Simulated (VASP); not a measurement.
# Hf (P6_3/mmc) in VASP: a series of runs

Runs on Hf. Level: PBEsol. Tasks: single point, relaxation of cell and atoms.

Program: VASP 6.6.1. These are calculated values, not measurements. Logs are shortened: lines on timing, memory, paths and dates and some standing lists are left out, and cuts for length are marked.

## (1) The cell of the first run

The structure is hexagonal, space group P6_3/mmc (No. 194). The conventional cell has a = 3.150 Å, b = 3.150 Å, c = 5.030 Å, α = 90.00°, β = 90.00°, γ = 120.00°. Within 4.1 Å of Hf (site symmetry -6m2) lie 12 Hf at 3.10 to 3.15 Å.

## (2) Single point, PBEsol

INCAR reads:

```
SYSTEM = Hf
PREC = Accurate ; ENCUT = 520
EDIFF = 1E-7 ; ISMEAR = -1
SIGMA = 0.05 ; LREAL = .FALSE.
LASPH = .TRUE. ; NELM = 80
ALGO = Normal ; ISIF = 2
LWAVE = .FALSE. ; LCHARG = .TRUE.
GGA = PS ; LELF = .TRUE.
LVHAR = .TRUE. ; NBANDS = 17
```

KPOINTS reads:

```
Automatic mesh
0
G
  6 6 4
  0 0 0
```

POSCAR reads:

```
Hf
1.0
    3.1500167317      0.0000000000      0.0000000000
   -1.5750083659      2.7279945120      0.0000000000
    0.0000000000      0.0000000000      5.0296095675
Hf
2
Direct
    0.3333333333      0.6666666667      0.2500000000
    0.6666666667      0.3333333333      0.7500000000
```

Potentials or basis: VASP PAW PBE potentials, release 64 (Hf_pv).

On the command line:

```console
$ cat potpaw_PBE.64/Hf_pv/POTCAR > POTCAR
$ mpirun -np 1 vasp_std > vasp.out
```

OUTCAR:

```text
SYSTEM = Hf
   PREC = Accurate
   ENCUT = 520
   EDIFF = 1E-7
   ISMEAR = -1
   LREAL = .FALSE.
   LASPH = .TRUE.
   NELM = 80
   ISIF = 2
   GGA = PS

 ion  position               nearest neighbor table
   1  0.333  0.667  0.250-   2 3.10   2 3.10   2 3.10   2 3.10   2 3.10   2 3.10
   2  0.667  0.333  0.750-   1 3.10   1 3.10   1 3.10   1 3.10   1 3.10   1 3.10

  LATTYP: Found a hexagonal cell.
 ALAT       =     3.1500167317
 C/A-ratio  =     1.5966929689

  Lattice vectors:

 A1 = (   3.1500167317,   0.0000000000,   0.0000000000)
 A2 = (  -1.5750083659,   2.7279945120,   0.0000000000)
 A3 = (   0.0000000000,   0.0000000000,   5.0296095675)

Analysis of symmetry for initial positions (statically):
=====================================================================
 Subroutine PRICEL returns:
 Original cell was already a primitive cell.

 Routine SETGRP: Setting up the symmetry group for a
 hexagonal supercell.

 Subroutine GETGRP returns: Found 24 space group operations
 (whereof 12 operations were pure point group operations)
 out of a pool of 24 trial point group operations.

The static configuration has the point symmetry D_3d.
 The point group associated with its full space group is D_6h.

Analysis of symmetry for dynamics (positions and initial velocities):
=====================================================================
 Subroutine PRICEL returns:
 Original cell was already a primitive cell.

 Routine SETGRP: Setting up the symmetry group for a
 hexagonal supercell.

 Subroutine GETGRP returns: Found 24 space group operations
 (whereof 12 operations were pure point group operations)
 out of a pool of 24 trial point group operations.

The dynamic configuration has the point symmetry D_3d.
 The point group associated with its full space group is D_6h.

 Subroutine INISYM returns: Found 24 space group operations
 (whereof 12 operations are pure point group operations),
 and found     1 'primitive' translations

----------------------------------------------------------------------------------------

                                     Primitive cell

  volume of cell :      43.2206

  direct lattice vectors                    reciprocal lattice vectors
     3.150016732  0.000000000  0.000000000     0.317458631  0.183284826  0.000000000
    -1.575008366  2.727994512  0.000000000     0.000000000  0.366569652  0.000000000
     0.000000000  0.000000000  5.029609567     0.000000000  0.000000000  0.198822590

  length of vectors
     3.150016732  3.150016732  5.029609567     0.366569652  0.366569652  0.198822590

  position of ions in fractional coordinates (direct lattice)
     0.333333333  0.666666667  0.250000000
     0.666666667  0.333333333  0.750000000

  ion indices of the primitive-cell ions
   primitive index   ion index
                 1           1
                 2           2

----------------------------------------------------------------------------------------

 KPOINTS: Automatic mesh

Automatic generation of k-mesh.
 Grid dimensions read from file:
 generate k-points for:    6    6    4

 Generating k-lattice:

  Cartesian coordinates                     Fractional coordinates (reciprocal lattice)
     0.052909772  0.030547471  0.000000000     0.166666667  0.000000000  0.000000000
     0.000000000  0.061094942  0.000000000     0.000000000  0.166666667  0.000000000
     0.000000000  0.000000000  0.049705647     0.000000000  0.000000000  0.250000000

  Length of vectors
     0.061094942  0.061094942  0.049705647

  Shift w.r.t. Gamma in fractional coordinates (k-lattice)
     0.000000000  0.000000000  0.000000000

 Subroutine IBZKPT returns following result:
 ===========================================

 Found     21 irreducible k-points:

 Following reciprocal coordinates:
            Coordinates               Weight
  0.000000  0.000000  0.000000      1.000000
  0.166667  0.000000  0.000000      6.000000
  0.333333  0.000000  0.000000      6.000000
  0.500000 -0.000000  0.000000      3.000000
  0.166667  0.166667  0.000000      6.000000
  0.333333  0.166667  0.000000     12.000000
[... 13 lines left out ...]
  0.333333  0.166667  0.500000     12.000000
  0.333333  0.333333  0.500000      2.000000
   k-points           NKPTS =     21   k-points in BZ     NKDIM =     21   number of bands    NBANDS=     17
   number of dos      NEDOS =    301   number of ions     NIONS =      2
   total plane-waves  NPLWV =  23040
   dimension x,y,z NGX =    24 NGY =   24 NGZ =   40
   dimension x,y,z NGXF=    48 NGYF=   48 NGZF=   80
   ions per type =               2
   NGX,Y,Z   is equivalent  to a cutoff of  12.67, 12.67, 13.22 a.u.
   NGXF,Y,Z  is equivalent  to a cutoff of  25.33, 25.33, 26.44 a.u.
 SYSTEM =  Hf
   PREC   = accura    normal or accurate (medium, high low for compatibility)
   ISTART =      0    job   : 0-new  1-cont  2-samecut
   ICHARG =      2    charge: 1-file 2-atom 10-const
   ISPIN  =      1    spin polarized calculation?
   LNONCOLLINEAR =      F non collinear calculations
   LSORBIT =      F    spin-orbit coupling
   LASPH  =      T    aspherical Exc in radial PAW
   ENCUT  =  520.0 eV  38.22 Ry    6.18 a.u.   5.86  5.86  9.35*2*pi/ulx,y,z
   NELM   =     80;   NELMIN=  2; NELMDL= -5     # of ELM steps
   EDIFF  = 0.1E-06   stopping-criterion for ELM
   LREAL  =      F    real-space projection
   EDIFFG = 0.1E-05   stopping-criterion for IOM
   NSW    =      0    number of steps for IOM
   IBRION =     -1    ionic relax: 0-MD 1-quasi-New 2-CG
   NFREE  =      0    steps in history (QN), initial steepest desc. (CG)
   ISIF   =      2    stress and relaxation
   ISYM   =      2    0-nonsym 1-usesym 2-fastsym
   POTIM  = 0.5000    time-step for ionic-motion
   TEBEG  =    0.0;   TEEND  =   0.0 temperature during run
   PSTRESS=    0.0 pullay stress
   NELECT =      20.0000    total number of electrons
   NUPDOWN=      -1.0000    fix difference up-down
   EMIN   =  10.00;   EMAX   =-10.00  energy-range for DOS
   EFERMI =   0.00;   METHOD = LEGACY
   ISMEAR =    -1;   SIGMA  =   0.05  broadening in eV -4-tet -1-fermi 0-gaus
   EFERMI_NEDOS =   21; number of points for ismear=-14 and -15
   IALGO  =     38    algorithm
   IMIX   =      4    mixing-type and parameters
     AMIX     =   0.40;   BMIX     =  1.00
     AMIX_MAG =   1.60;   BMIX_MAG =  1.00
  volume/ion in A,a.u.               =      21.61       145.83
  Fermi-wavevector in a.u.,A,eV,Ry     =   1.266255  2.392876 21.815616  1.603403
  Thomas-Fermi vector in A             =   2.399466
   LORBIT       =      0    0 simple, 1 ext, 2 COOP (PROOUT), +10 PAW based schemes
   GGA     = PS    functional components
   LHFCALC =     F    Hartree Fock is set to
   AEXX    =    0.0000 exact exchange contribution
   IVDW    =     0    specifies the selected vdW correction
   LEPSILON=     F    determine dielectric tensor
   LRPA    =     F    only Hartree local field effects (RPA)
 non-spin polarized calculation
  energy-cutoff  :      520.00
  volume of cell :       43.22
 maximum number of plane-waves:      1194
 NGX is ok and might be reduce to    24
   NGX = 11   NGY = 11   NGZ = 19

 number of electron      19.9999996 magnetization

 Free energy of the ion-electron system (eV)
  ---------------------------------------------------
  ext. energy  EPLUGINS =         0.00000000
  ---------------------------------------------------
  free energy    TOTEN  =       -20.98757094 eV

  energy without entropy =      -20.96322598  energy(sigma->0) =      -20.97539846

 E-fermi :   5.0652     XC(G=0): -11.5502

 val. band max:        5.0648078429   @ k =   0.3333   0.3333   0.2500
 cond. band min:       5.0924067380   @ k =   0.0000   0.0000   0.5000
 fundamental gap:      0.0275988951
 Fermi energy:         5.0651546967

 k-point     1 :       0.0000    0.0000    0.0000
  band No.  band energies     occupation
      1     -25.9884      2.00000
      2     -25.1564      2.00000
      3     -25.1564      2.00000
      4     -25.0263      2.00000
      5     -25.0195      2.00000
      6     -25.0195      2.00000
[... 9 lines left out ...]
     16       7.7705      0.00000
     17      10.5340      0.00000

 k-point     2 :       0.1667    0.0000    0.0000
  band No.  band energies     occupation
      1     -25.9102      2.00000
      2     -25.3240      2.00000
      3     -25.2101      2.00000
      4     -25.1924      2.00000
      5     -25.0617      2.00000
      6     -25.0437      2.00000
[... 9 lines left out ...]
     16       7.8081      0.00000
     17      11.0421      0.00000

 k-point     3 :       0.3333    0.0000    0.0000
  band No.  band energies     occupation
      1     -25.7191      2.00000
      2     -25.6573      2.00000
      3     -25.5116      2.00000
      4     -25.3099      2.00000
      5     -25.1666      2.00000
      6     -25.0975      2.00000
[... 9 lines left out ...]
     16       9.8432      0.00000
     17      11.5519      0.00000

 k-point     4 :       0.5000   -0.0000    0.0000
  band No.  band energies     occupation
      1     -25.8216      2.00000
      2     -25.6608      2.00000
      3     -25.5765      2.00000
      4     -25.3573      2.00000
      5     -25.2657      2.00000
      6     -25.1259      2.00000
[... 9 lines left out ...]
     16      11.7031      0.00000
     17      12.1937      0.00000

 k-point     5 :       0.1667    0.1667    0.0000
  band No.  band energies     occupation
      1     -25.7739      2.00000
      2     -25.5002      2.00000
      3     -25.4863      2.00000
      4     -25.2623      2.00000
      5     -25.1334      2.00000
      6     -25.1329      2.00000
[... 9 lines left out ...]
     16       9.6216      0.00000
     17      11.1618      0.00000

 k-point     6 :       0.3333    0.1667    0.0000
  band No.  band energies     occupation
      1     -25.7359      2.00000
      2     -25.6037      2.00000
      3     -25.5793      2.00000
      4     -25.4150      2.00000
      5     -25.2628      2.00000
      6     -25.2235      2.00000
[... 9 lines left out ...]
     16      11.1922      0.00000
     17      12.0276      0.00000

 k-point     7 :       0.3333    0.3333    0.0000
  band No.  band energies     occupation
      1     -25.6946      2.00000
      2     -25.5493      2.00000
      3     -25.5493      2.00000
      4     -25.4100      2.00000
      5     -25.4100      2.00000
      6     -25.3914      2.00000
[... 9 lines left out ...]
     16      10.8738      0.00000
     17      11.0008      0.00000

 k-point     8 :       0.0000    0.0000    0.2500
  band No.  band energies     occupation
      1     -25.8566      2.00000
      2     -25.1771      2.00000
      3     -25.1365      2.00000
      4     -25.1365      2.00000
      5     -25.0397      2.00000
      6     -25.0397      2.00000
[... 9 lines left out ...]
     16       8.5729      0.00000
     17      10.6415      0.00000
[... 143 lines left out ...]
      1     -25.5657      2.00000
      2     -25.5657      2.00000
      3     -25.1903      2.00000
      4     -25.1903      2.00000
      5     -25.1275      2.00000
      6     -25.1275      2.00000
[... 9 lines left out ...]
     16       9.8116      0.00000
     17      10.0375      0.00000

 k-point    17 :       0.3333    0.0000    0.5000
  band No.  band energies     occupation
      1     -25.7603      2.00000
      2     -25.7603      2.00000
      3     -25.2650      2.00000
      4     -25.2650      2.00000
      5     -25.2048      2.00000
      6     -25.2048      2.00000
[... 9 lines left out ...]
     16      10.3349      0.00000
     17      10.4034      0.00000

 k-point    18 :       0.5000   -0.0000    0.5000
  band No.  band energies     occupation
      1     -25.8900      2.00000
      2     -25.8900      2.00000
      3     -25.2640      2.00000
      4     -25.2640      2.00000
      5     -25.2430      2.00000
      6     -25.2430      2.00000
[... 9 lines left out ...]
     16      11.3116      0.00000
     17      11.4768      0.00000

 k-point    19 :       0.1667    0.1667    0.5000
  band No.  band energies     occupation
      1     -25.6789      2.00000
      2     -25.6789      2.00000
      3     -25.2851      2.00000
      4     -25.2851      2.00000
      5     -25.1829      2.00000
      6     -25.1829      2.00000
[... 9 lines left out ...]
     16       9.8285      0.00000
     17      10.7584      0.00000

 k-point    20 :       0.3333    0.1667    0.5000
  band No.  band energies     occupation
      1     -25.8178      2.00000
      2     -25.8178      2.00000
      3     -25.3902      2.00000
      4     -25.3902      2.00000
      5     -25.1952      2.00000
      6     -25.1952      2.00000
[... 9 lines left out ...]
     16      10.7745      0.00000
     17      12.1758      0.00000

 k-point    21 :       0.3333    0.3333    0.5000
  band No.  band energies     occupation
      1     -25.7664      2.00000
      2     -25.7664      2.00000
      3     -25.5454      2.00000
      4     -25.5454      2.00000
      5     -25.1810      2.00000
      6     -25.1810      2.00000
[... 9 lines left out ...]
     16      10.2998      0.00000
     17      13.9527      0.00000

------------------------ aborting loop because EDIFF is reached ----------------------------------------

  FORCE on cell =-STRESS in cart. coord.  units (eV):
  Direction    XX          YY          ZZ          XY          YZ          ZX
  --------------------------------------------------------------------------------------
  -------------------------------------------------------------------------------------
  Total       -0.0870904     -0.0870904     -0.1177003      0.0000000      0.0000000      0.0000000
  in kB       -3.2284218     -3.2284218     -4.3631246      0.0000000      0.0000000      0.0000000
  external PRESSURE =      -3.6066561 kB  Pullay stress =       0.0000000 kB

 VOLUME and BASIS-vectors are now :
 -----------------------------------------------------------------------------
  energy-cutoff  :      520.00
  volume of cell :       43.22
      direct lattice vectors                 reciprocal lattice vectors
     3.150016732  0.000000000  0.000000000     0.317458631  0.183284826  0.000000000
    -1.575008366  2.727994512  0.000000000     0.000000000  0.366569652  0.000000000
     0.000000000  0.000000000  5.029609567     0.000000000  0.000000000  0.198822590

 POSITION                                       TOTAL-FORCE (eV/Angst)
 -----------------------------------------------------------------------------------
     -0.00000      1.81866      1.25740        -0.000000      0.000000      0.000000
      1.57501      0.90933      3.77221         0.000000     -0.000000      0.000000
 -----------------------------------------------------------------------------------
    total drift:                                0.000000     -0.000000      0.000000

  FREE ENERGIE OF THE ION-ELECTRON SYSTEM (eV)
  ---------------------------------------------------
  free  energy   TOTEN  =       -20.9875709374 eV

  energy  without entropy=      -20.9632259823  energy(sigma->0) =      -20.97539846
```

It took 15 s on 1 thread of Intel Xeon 8259CL, shared host; peak memory 0.16 GiB.

Results:

```yaml
Free_energy: -20.9876 eV
Pressure: -0.4 GPa
Band_gap_on_the_k_mesh: zero (bands 10 and 11 overlap by 1.34 eV)
```

Caveat: the k points lie up to 0.38 Å⁻¹ apart, too coarse for converged energies and pressures of a metal; the PAW data sets were made with another functional, which shifts forces and pressure a little; spin-orbit coupling is left out, which moves the levels of the heavy elements.

## (3) Relaxation of cell and atoms, PBEsol

This run uses another cell than the first one, of 22.38 Å³/atom.

INCAR reads:

```
SYSTEM = Hf
PREC = Accurate
ENCUT = 600
EDIFF = 1E-6
ISMEAR = -1
SIGMA = 0.05
LREAL = .False.
LASPH = .True.
NELM = 80
ALGO = Normal
ISIF = 3
LWAVE = .False.
LCHARG = .False.
GGA = PS
IBRION = 2
NSW = 80
EDIFFG = -0.03
```

KPOINTS reads:

```
Automatic mesh
0
Gamma
  6 6 4
  0 0 0
```

POSCAR reads:

```
Hf
1.0
    3.1967000000      0.0000000000      0.0000000000
   -1.5983500000      2.7684230000      0.0000000000
    0.0000000000      0.0000000000      5.0578000000
Hf
2
Direct
    0.3333333333      0.6666666667      0.2500000000
    0.6666666667      0.3333333333      0.7500000000
```

Potentials or basis: VASP PAW PBE potentials, release 64 (Hf_pv).

On the command line:

```console
$ cat potpaw_PBE.64/Hf_pv/POTCAR > POTCAR
$ mpirun -np 1 vasp_std > vasp.out
```

Wall time 77 s (1 thread of Intel Xeon 8259CL, shared host); peak memory 0.19 GiB.

Results (log left out):

* Free energy: -20.9883 eV
* Relaxed volume: 21.53 Å³/atom
* Relaxed cell: a = 3.150 Å, b = 3.150 Å, c = 5.009 Å, α = 90.00°, β = 90.00°, γ = 120.00°
* Space group after relaxing (to 0.1 Å): P6_3/mmc (No. 194)
* Energy gained by relaxing: 10.8 meV/atom
* Ionic steps: 5
* Pressure after relaxing: 0.1 GPa
* Band gap on the k mesh: zero (bands 10 and 11 overlap by 1.33 eV)

Stress tensor (GPa, compression positive):
```
-0.01  0.00  0.00
 0.00 -0.01  0.00
 0.00  0.00  0.21
```

The path:
```csv
step,energy change (eV),largest force (eV/Å),pressure (GPa),volume (Å³)
1,0.0000,0.0000,-3.96,44.76
2,0.0058,0.0000,5.03,41.27
3,-0.0215,0.0000,-0.02,43.08
4,-0.0215,0.0000,0.07,43.05
5,-0.0217,0.0000,0.06,43.06
```

Final structure:
```xyz
2
Lattice="3.1505 0.0000 0.0000 -1.5752 2.7284 0.0000 0.0000 0.0000 5.0089" Properties=species:S:1:pos:R:3 pbc="T T T"
Hf    0.0000    1.8189    1.2522
Hf    1.5752    0.9095    3.7567
```

Levels at points of the mesh, in eV from the Fermi level:
| k point | band 6 | band 7 | band 8 | band 9 | band 10 | band 11 | band 12 | band 13 | band 14 |
| --- | --- | --- | --- | --- | --- | --- | --- | --- | --- |
| (0.00, 0.00, 0.00) | -30.07 | -7.58 | -3.91 | 0.71 | 1.12 | 1.12 | 1.36 | 1.97 | 1.97 |
| (0.50, 0.00, 0.00) | -30.18 | -3.48 | -2.96 | -2.42 | -0.76 | 0.74 | 0.83 | 1.65 | 6.12 |
| (0.00, 0.00, 0.50) | -30.14 | -5.55 | -5.55 | 0.05 | 0.05 | 1.02 | 1.02 | 1.02 | 1.02 |
| (0.50, 0.00, 0.50) | -30.30 | -3.60 | -3.60 | -1.13 | -1.13 | 1.27 | 1.27 | 2.68 | 2.68 |

Caveat: the k points lie up to 0.38 Å⁻¹ apart in the final cell, too coarse for converged energies and pressures of a metal; the PAW data sets were made with another functional, which shifts forces and pressure a little; spin-orbit coupling is left out, which moves the levels of the heavy elements.
